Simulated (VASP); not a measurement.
# Cu2IBr (R-3m) in VASP: notebook, part 2 of 2

VASP 6.6.1. The steps go on from the part before.

## (4) Single point, LDA+U

The input, INCAR:

```
SYSTEM = Cu2IBr
ALGO = Normal ; EDIFF = 1E-7
ENCUT = 520 ; GGA = CA
ISIF = 2 ; ISMEAR = -1
LASPH = .TRUE. ; LCHARG = .FALSE.
LDAU = .TRUE. ; LDAUJ = 0 0 0
LDAUL = -1 -1 2 ; LDAUPRINT = 1
LDAUTYPE = 2 ; LDAUU = 0 0 2
LMAXMIX = 4 ; LREAL = .FALSE.
LWAVE = .FALSE. ; NBANDS = 26
NELM = 150 ; PREC = Accurate
SIGMA = 0.05
```

The input, KPOINTS:

```
k-points
0
G
  8 8 8
  0 0 0
```

The input, POSCAR:

```
Cu2IBr
1.0
    1.9685310750      1.1365319461      6.3876248825
   -1.9685310750      1.1365319461      6.3876248825
    0.0000000000     -2.2730638921      6.3876248825
I Br Cu
1 1 2
Direct
    0.0000000000      0.0000000000      0.0000000000
    0.5000000000      0.5000000000      0.5000000000
    0.2490310000      0.2490310000      0.2490310000
    0.7509690000      0.7509690000      0.7509690000
```

Potentials or basis: VASP PAW LDA potentials, release 64 (I, Br, Cu).

Launch:

```
$ cat potpaw_LDA.64/I/POTCAR potpaw_LDA.64/Br/POTCAR potpaw_LDA.64/Cu/POTCAR > POTCAR
$ mpirun -np 1 vasp_std > vasp.out
```

OUTCAR:

```text
SYSTEM = Cu2IBr
   EDIFF = 1E-7
   ENCUT = 520
   GGA = CA
   ISIF = 2
   ISMEAR = -1
   LASPH = .TRUE.
   LREAL = .FALSE.
   NELM = 150
   PREC = Accurate

 ion  position               nearest neighbor table
   1  0.000  0.000  0.000-   4 2.79   3 2.79   4 2.79   4 2.79   3 2.79   3 2.79
   2  0.500  0.500  0.500-   3 2.77   4 2.77   3 2.77   3 2.77   4 2.77   4 2.77
   3  0.249  0.249  0.249-   2 2.77   2 2.77   2 2.77   1 2.79   1 2.79   1 2.79
   4  0.751  0.751  0.751-   2 2.77   2 2.77   2 2.77   1 2.79   1 2.79   1 2.79

  LATTYP: Found a trigonal (rhomboedric) cell.
 ALAT       =     6.7800126178
 COS(alpha) =     0.8314015641

  Lattice vectors:

 A1 = (   1.9685310750,   1.1365319461,   6.3876248825)
 A2 = (  -1.9685310750,   1.1365319461,   6.3876248825)
 A3 = (   0.0000000000,  -2.2730638921,   6.3876248825)

Analysis of symmetry for initial positions (statically):
=====================================================================
 Subroutine PRICEL returns:
 Original cell was already a primitive cell.

 Routine SETGRP: Setting up the symmetry group for a
 trigonal (rhombohedral) supercell.

 Subroutine GETGRP returns: Found 12 space group operations
 (whereof 12 operations were pure point group operations)
 out of a pool of 12 trial point group operations.

The static configuration has the point symmetry D_3d.

Analysis of symmetry for dynamics (positions and initial velocities):
=====================================================================
 Subroutine PRICEL returns:
 Original cell was already a primitive cell.

 Routine SETGRP: Setting up the symmetry group for a
 trigonal (rhombohedral) supercell.

 Subroutine GETGRP returns: Found 12 space group operations
 (whereof 12 operations were pure point group operations)
 out of a pool of 12 trial point group operations.

The dynamic configuration has the point symmetry D_3d.

 Subroutine INISYM returns: Found 12 space group operations
 (whereof 12 operations are pure point group operations),
 and found     1 'primitive' translations

----------------------------------------------------------------------------------------

                                     Primitive cell

  volume of cell :      85.7461

[... 156 lines left out ...]
  o =  0.9409  v =  0.0000  0.0000  0.0000  0.0000  0.0000 -0.0000 -0.0000 -1.0000 -0.0000  0.0000      0.0000  0.0000  0.0000  0.0000  0.0000  0.0000  0.0000  0.0000  0.0000  0.0000
  o =  0.9409  v =  0.0000  0.0000  0.0000  0.0000  0.0000 -0.8218  0.0000 -0.0000  0.5697 -0.0000      0.0000  0.0000  0.0000  0.0000  0.0000  0.0000  0.0000  0.0000  0.0000  0.0000
  o =  0.9409  v = -0.8218  0.0000 -0.0000  0.5697 -0.0000  0.0000  0.0000  0.0000  0.0000  0.0000      0.0000  0.0000  0.0000  0.0000  0.0000  0.0000  0.0000  0.0000  0.0000  0.0000
  o =  0.9409  v =  0.0000  0.0000  0.0000  0.0000  0.0000 -0.0000 -0.5697  0.0000  0.0000  0.8218      0.0000  0.0000  0.0000  0.0000  0.0000  0.0000  0.0000  0.0000  0.0000  0.0000
  o =  0.9409  v = -0.0000 -0.5697  0.0000  0.0000  0.8218  0.0000  0.0000  0.0000  0.0000  0.0000      0.0000  0.0000  0.0000  0.0000  0.0000  0.0000  0.0000  0.0000  0.0000  0.0000
  o =  0.9516  v =  0.0000  0.8218  0.0000  0.0001  0.5697  0.0000  0.0000  0.0000  0.0000  0.0000      0.0000  0.0000  0.0000  0.0000  0.0000  0.0000  0.0000  0.0000  0.0000  0.0000
  o =  0.9516  v =  0.0000  0.0000  0.0000  0.0000  0.0000  0.0000  0.8218  0.0000  0.0001  0.5697      0.0000  0.0000  0.0000  0.0000  0.0000  0.0000  0.0000  0.0000  0.0000  0.0000
  o =  0.9516  v = -0.5697  0.0001  0.0000 -0.8218  0.0000  0.0000  0.0000  0.0000  0.0000  0.0000      0.0000  0.0000  0.0000  0.0000  0.0000  0.0000  0.0000  0.0000  0.0000  0.0000
  o =  0.9516  v =  0.0000  0.0000  0.0000  0.0000  0.0000 -0.5697  0.0001  0.0000 -0.8218  0.0000      0.0000  0.0000  0.0000  0.0000  0.0000  0.0000  0.0000  0.0000  0.0000  0.0000

atom =   4  type =  3  l = 2

 onsite density matrix

spin component  1

  0.9444 -0.0000  0.0000  0.0050  0.0000
 -0.0000  0.9481  0.0000 -0.0000  0.0050
  0.0000  0.0000  0.9409 -0.0000  0.0000
  0.0050 -0.0000 -0.0000  0.9481  0.0000
  0.0000  0.0050  0.0000  0.0000  0.9444

spin component  2

  0.9444 -0.0000  0.0000  0.0050  0.0000
 -0.0000  0.9481  0.0000 -0.0000  0.0050
  0.0000  0.0000  0.9409 -0.0000  0.0000
  0.0050 -0.0000 -0.0000  0.9481  0.0000
  0.0000  0.0050  0.0000  0.0000  0.9444

 occupancies and eigenvectors

  o =  0.9409  v =  0.0000 -0.0000 -1.0000  0.0000  0.0000  0.0000  0.0000  0.0000  0.0000  0.0000      0.0000  0.0000  0.0000  0.0000  0.0000  0.0000  0.0000  0.0000  0.0000  0.0000
  o =  0.9409  v =  0.0000  0.0000  0.0000  0.0000  0.0000  0.0000 -0.0000 -1.0000  0.0000  0.0000      0.0000  0.0000  0.0000  0.0000  0.0000  0.0000  0.0000  0.0000  0.0000  0.0000
  o =  0.9409  v =  0.0000  0.0000  0.0000  0.0000  0.0000 -0.8218  0.0000  0.0000  0.5697  0.0000      0.0000  0.0000  0.0000  0.0000  0.0000  0.0000  0.0000  0.0000  0.0000  0.0000
  o =  0.9409  v = -0.8218  0.0000  0.0000  0.5697  0.0000  0.0000  0.0000  0.0000  0.0000  0.0000      0.0000  0.0000  0.0000  0.0000  0.0000  0.0000  0.0000  0.0000  0.0000  0.0000
  o =  0.9409  v =  0.0000 -0.5697  0.0000  0.0000  0.8218  0.0000  0.0000  0.0000  0.0000  0.0000      0.0000  0.0000  0.0000  0.0000  0.0000  0.0000  0.0000  0.0000  0.0000  0.0000
  o =  0.9409  v =  0.0000  0.0000  0.0000  0.0000  0.0000  0.0000 -0.5697  0.0000  0.0000  0.8218      0.0000  0.0000  0.0000  0.0000  0.0000  0.0000  0.0000  0.0000  0.0000  0.0000
  o =  0.9516  v =  0.0000  0.8218  0.0000  0.0000  0.5697  0.0000  0.0000  0.0000  0.0000  0.0000      0.0000  0.0000  0.0000  0.0000  0.0000  0.0000  0.0000  0.0000  0.0000  0.0000
  o =  0.9516  v =  0.0000  0.0000  0.0000  0.0000  0.0000  0.0000  0.8218  0.0000  0.0000  0.5697      0.0000  0.0000  0.0000  0.0000  0.0000  0.0000  0.0000  0.0000  0.0000  0.0000
  o =  0.9516  v =  0.5697  0.0000  0.0000  0.8218  0.0000  0.0000  0.0000  0.0000  0.0000  0.0000      0.0000  0.0000  0.0000  0.0000  0.0000  0.0000  0.0000  0.0000  0.0000  0.0000
  o =  0.9516  v =  0.0000  0.0000  0.0000  0.0000  0.0000  0.5697  0.0000  0.0000  0.8218  0.0000      0.0000  0.0000  0.0000  0.0000  0.0000  0.0000  0.0000  0.0000  0.0000  0.0000

 number of electron      36.0000007 magnetization

 Free energy of the ion-electron system (eV)
  ---------------------------------------------------
  ext. energy  EPLUGINS =         0.00000000
  ---------------------------------------------------
  free energy    TOTEN  =       -12.30253238 eV

  energy without entropy =      -12.30003369  energy(sigma->0) =      -12.30128304

 E-fermi :   5.1472     XC(G=0): -10.4277

 val. band max:        5.1034080720   @ k =   0.5000   0.5000   0.0000
 cond. band min:       5.3019211624   @ k =  -0.3750  -0.3750   0.1250
 fundamental gap:      0.1985130904
 Fermi energy:         5.1471516062

 k-point     1 :       0.0000    0.0000    0.0000
  band No.  band energies     occupation
      1     -10.6596      2.00000
      2      -8.6696      2.00000
      3      -1.2573      2.00000
      4       1.2924      2.00000
      5       1.2924      2.00000
      6       2.8933      2.00000
[... 685 lines left out ...]
     25      12.4948      0.00000
     26      13.3274      0.00000

 [... further k-points ...]

------------------------ aborting loop because EDIFF is reached ----------------------------------------

  FORCE on cell =-STRESS in cart. coord.  units (eV):
  Direction    XX          YY          ZZ          XY          YZ          ZX
  --------------------------------------------------------------------------------------
  -------------------------------------------------------------------------------------
  Total       -2.7835803     -2.7835803     -2.9076051     -0.0000000     -0.0000000      0.0000000
  in kB      -52.0115447    -52.0115447    -54.3289653     -0.0000000     -0.0000000      0.0000000
  external PRESSURE =     -52.7840182 kB  Pullay stress =       0.0000000 kB

 VOLUME and BASIS-vectors are now :
 -----------------------------------------------------------------------------
  energy-cutoff  :      520.00
  volume of cell :       85.75
      direct lattice vectors                 reciprocal lattice vectors
     1.968531075  1.136531946  6.387624882     0.253996498  0.146644947  0.052184237
    -1.968531075  1.136531946  6.387624882    -0.253996498  0.146644947  0.052184237
     0.000000000 -2.273063892  6.387624882     0.000000000 -0.293289893  0.052184237

 POSITION                                       TOTAL-FORCE (eV/Angst)
 -----------------------------------------------------------------------------------
      0.00000      0.00000      0.00000         0.000000      0.000000     -0.000000
      0.00000      0.00000      9.58144        -0.000000      0.000000      0.000000
      0.00000      0.00000      4.77215         0.000000     -0.000000     -0.009239
      0.00000      0.00000     14.39072         0.000000      0.000000      0.009239
 -----------------------------------------------------------------------------------
    total drift:                                0.000000      0.000000     -0.000000

  FREE ENERGIE OF THE ION-ELECTRON SYSTEM (eV)
  ---------------------------------------------------
  free  energy   TOTEN  =       -12.3025323820 eV

  energy  without entropy=      -12.3000336917  energy(sigma->0) =      -12.30128304
```

OSZICAR:

```text
N       E                     dE             d eps       ncg     rms          rms(c)
DAV:   1     0.279641832598E+03    0.27964E+03   -0.15412E+04  3380   0.166E+03
DAV:   2     0.189232738533E+02   -0.26072E+03   -0.24889E+03  3400   0.338E+02
DAV:   3    -0.110057321941E+02   -0.29929E+02   -0.28849E+02  4440   0.130E+02
DAV:   4    -0.124611810044E+02   -0.14554E+01   -0.14459E+01  4536   0.269E+01
DAV:   5    -0.125072826648E+02   -0.46102E-01   -0.46069E-01  4628   0.451E+00    0.847E+00
DAV:   6    -0.123710172749E+02    0.13627E+00   -0.21197E+00  4326   0.324E+01    0.482E+00
DAV:   7    -0.123183555153E+02    0.52662E-01   -0.85285E-01  3754   0.222E+01    0.266E+00
DAV:   8    -0.123028588104E+02    0.15497E-01   -0.51214E-02  5052   0.544E+00    0.425E-01
DAV:   9    -0.123026417327E+02    0.21708E-03   -0.98591E-03  5230   0.132E+00    0.180E-01
DAV:  10    -0.123025575683E+02    0.84164E-04   -0.11850E-03  5214   0.420E-01    0.507E-02
DAV:  11    -0.123025289467E+02    0.28622E-04   -0.17357E-04  5186   0.157E-01    0.219E-02
DAV:  12    -0.123025319536E+02   -0.30069E-05   -0.23138E-05  4168   0.305E-02    0.104E-02
DAV:  13    -0.123025325281E+02   -0.57447E-06   -0.27091E-06  5376   0.205E-02    0.336E-03
DAV:  14    -0.123025323968E+02    0.13121E-06   -0.52525E-07  3860   0.666E-03    0.235E-03
DAV:  15    -0.123025323820E+02    0.14893E-07   -0.74709E-08  1888   0.514E-03
   1 F= -.12302532E+02 E0= -.12301283E+02  d E =-.249869E-02
```

stdout:

```text
POSCAR found type information on POSCAR I BrCu
 POSCAR found :  3 types and       4 ions
 scaLAPACK will be used
 LDA part: xc-table for (Slater(with rela. corr.)+CA(PZ))
 , standard interpolation
 POSCAR, INCAR and KPOINTS ok, starting setup
 FFT: planning ... GRIDC
 FFT: planning ... GRID_SOFT
 FFT: planning ... GRID
 WAVECAR not read
 entering main loop
```

Run time: 2.9 min. Hardware: 1 thread of Intel Xeon 6975P-C (Granite Rapids), shared host; peak memory 0.38 GiB.

What came out:

```
Free energy            : -12.3025 eV
Pressure               : -5.3 GPa
Largest force          : 0.009 eV/Å
Band gap on the k mesh : 0.03 eV (least direct gap 0.12 eV)
```

Forces in eV/Å, atoms in the order of the input:
```
I    0.000  0.000  0.000
Br   0.000  0.000  0.000
Cu   0.000  0.000 -0.009
Cu   0.000  0.000  0.009
```

Eigenvalues of the final occupation matrices:
| site | spin | trace | eigenvalues |
| --- | --- | --- | --- |
| site 3 d | 1 | 4.73 | 0.94 0.94 0.94 0.95 0.95 |
| site 3 d | 2 | 4.73 | 0.94 0.94 0.94 0.95 0.95 |
| site 4 d | 1 | 4.73 | 0.94 0.94 0.94 0.95 0.95 |
| site 4 d | 2 | 4.73 | 0.94 0.94 0.94 0.95 0.95 |

Caveat: the cell stands under tension; the smearing spreads over this small gap; semilocal functionals underestimate gaps, and a narrow one can read as zero; spin-orbit coupling is left out, which moves the levels of the heavy elements.

## (5) Single point, LDA+U

The input, INCAR:

```
SYSTEM = Cu2IBr
PREC     = Accurate       ! precision mode
ENCUT    = 520            ! plane-wave cutoff, eV
EDIFF    = 1E-7           ! SCF threshold, eV
ISMEAR   = -1             ! smearing method
SIGMA    = 0.05           ! smearing width, eV
LREAL    = .False.        ! projectors in reciprocal space
LASPH    = .True.         ! aspherical terms in the spheres
NELM     = 150            ! most SCF steps
ALGO     = Normal         ! electronic algorithm
ISIF     = 2              ! what is computed and relaxed
LWAVE    = .False.        ! write WAVECAR
LCHARG   = .False.        ! write CHGCAR
LMAXMIX  = 4              ! l up to which the mixer works
LDAU     = .True.         ! DFT+U
LDAUTYPE = 2            
LDAUL    = -1 -1 2        ! shell
LDAUU    = 0 0 3          ! U, eV
LDAUJ    = 0 0 0        
LDAUPRINT= 1            
NBANDS   = 26             ! bands
```

The input, KPOINTS:

```
Automatic mesh
0
Gamma
  8 8 8
  0 0 0
```

POSCAR is that of step 4.

Launch:

```
$ cat potpaw_LDA.64/I/POTCAR potpaw_LDA.64/Br/POTCAR potpaw_LDA.64/Cu/POTCAR > POTCAR
$ mpirun -np 1 vasp_std > vasp.out
```

Wall time 2.9 min (1 thread of Intel Xeon 6975P-C (Granite Rapids), shared host); peak memory 0.37 GiB.

Results (log left out):

```
Free energy            : -11.7985 eV
Pressure               : -5.2 GPa
Largest force          : 0.017 eV/Å
Band gap on the k mesh : 0.20 eV (least direct gap 0.31 eV)
```

Forces in eV/Å, atoms in the order of the input:
```
I    0.000  0.000  0.000
Br   0.000  0.000  0.000
Cu   0.000  0.000 -0.017
Cu   0.000  0.000  0.017
```

Stress tensor (GPa, compression positive):
```
-5.11  0.00  0.00
 0.00 -5.11  0.00
 0.00  0.00 -5.34
```

Levels at points of the mesh, in eV from the valence-band top:
```tsv
k point	band 16	band 17	band 18	band 19	band 20	band 21
(0.00, 0.00, 0.00)	-1.82	0.00	0.00	0.75	3.31	5.31
(0.50, 0.00, 0.00)	-1.40	-1.31	-0.98	2.01	2.58	5.33
(0.50, 0.50, 0.00)	-1.87	-0.14	-0.11	0.20	3.18	5.14
(0.50, 0.50, 0.50)	-1.11	-0.32	-0.32	2.83	3.38	5.92
```

Eigenvalues of the final occupation matrices:
```csv
site,spin,trace,eigenvalues
site 3 d,1,4.74,0.94 0.94 0.94 0.96 0.96
site 3 d,2,4.74,0.94 0.94 0.94 0.96 0.96
site 4 d,1,4.74,0.94 0.94 0.94 0.96 0.96
site 4 d,2,4.74,0.94 0.94 0.94 0.96 0.96
```

Caveat: the cell stands under tension; semilocal functionals underestimate gaps, and a narrow one can read as zero; spin-orbit coupling is left out, which moves the levels of the heavy elements. A k mesh can miss the band edges.

## (6) Overview

| level | U | gap on the mesh (eV) | pressure (GPa) | largest force (eV/Å) |
| --- | --- | --- | --- | --- |
| LDA | - | none | -5.3 | 0.01 |
| LDA+U | Cu d U = 1.0 eV | none | -5.4 | - |
| LDA+U | Cu d U = 2.0 eV | 0.03 | -5.3 | 0.01 |
| LDA+U | Cu d U = 3.0 eV | 0.20 | -5.2 | 0.02 |

Alike in all rows: task single point; potentials or basis VASP PAW LDA potentials, release 64 (I, Br, Cu); no spin polarisation; cell as given; k mesh 8 × 8 × 8; cutoff (eV) 520; smearing fermi-dirac 0.05 eV.

On the cell as given the gap runs from zero (LDA) to 0.20 eV (LDA+U).

Caveats: the cell stands under tension; semilocal functionals underestimate gaps, and a narrow one can read as zero; spin-orbit coupling is left out, which moves the levels of the heavy elements; U without spin polarisation on a metal has little footing (at least some runs); the smearing spreads over this small gap (at least some runs).

Absolute energies hang on the potentials; compare differences alone.

The gap in the log of VASP goes by the Fermi energy; the results here count the filled bands.